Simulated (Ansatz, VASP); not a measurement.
## Two plane-wave programs on NbAs

The input INCAR:

```
PREC = Accurate
ENCUT = 520
EDIFF = 1E-7
ISMEAR = 0
SIGMA = 0.05
LREAL = False
LASPH = True
NELM = 80
ALGO = Normal
ISIF = 2
LWAVE = False
LCHARG = False
GGA = PS
NBANDS = 16
```

File KPOINTS:

```
Automatic mesh
0
Gamma
  10 10 10
```

POSCAR

```
NbAs
1.0
    0.0000000000      2.6051860634      2.6051860634
    2.6051860634      0.0000000000      2.6051860634
    2.6051860634      2.6051860634      0.0000000000
Nb As
1 1
Direct
    0.5000000000      0.5000000000      0.5000000000
    0.0000000000      0.0000000000      0.0000000000
```

Input for Ansatz:

```yaml
crystal:
  lattice:
    - [0.0, 2.6051860634, 2.6051860634]
    - [2.6051860634, 0.0, 2.6051860634]
    - [2.6051860634, 2.6051860634, 0.0]
  atoms:
    - { symbol: Nb, position: [0.5, 0.5, 0.5] }
    - { symbol: As, position: [0.0, 0.0, 0.0] }
basis:
  ecutwfc: 420
  ecutrho_ratio: 4
kpoints:
  mp_grid: { grid: [10, 10, 10] }
hamiltonian:
  xc: pbesol
scf:
  occupations: { method: gaussian, width: 0.05 }
output:
  forces: true
  stress: true
  eigenvalues: true
```

Alike in both runs: task single point; functional PBEsol; k mesh 10 × 10 × 10; occupations gaussian, width 0.05 eV; no spin polarisation.

|  | VASP | Ansatz |
| --- | --- | --- |
| version | VASP 6.6.1 | Ansatz 0.2.0 |
| potentials or method | VASP PAW PBE potentials, release 64 (Nb_sv, As), cutoff 520 eV | scalar-relativistic, plane waves, PAW |
| valence electrons in the cell | 18 | 28 |

Ansatz gave:

- gap on the k mesh at the Fermi level (eV): none
- pressure (GPa): 0.0

**Question.** What did VASP give for the same quantities?

**Answer.** gap on the k mesh at the Fermi level (eV): none; pressure (GPa): 0.2.

VASP's potentials were made for PBE, not for PBEsol. A gap of «none» marks a metal or a gap that the smearing closes. VASP's potentials hold 18 valence electrons a cell and Ansatz's 28, so a difference there can come from the potentials and not from the codes.
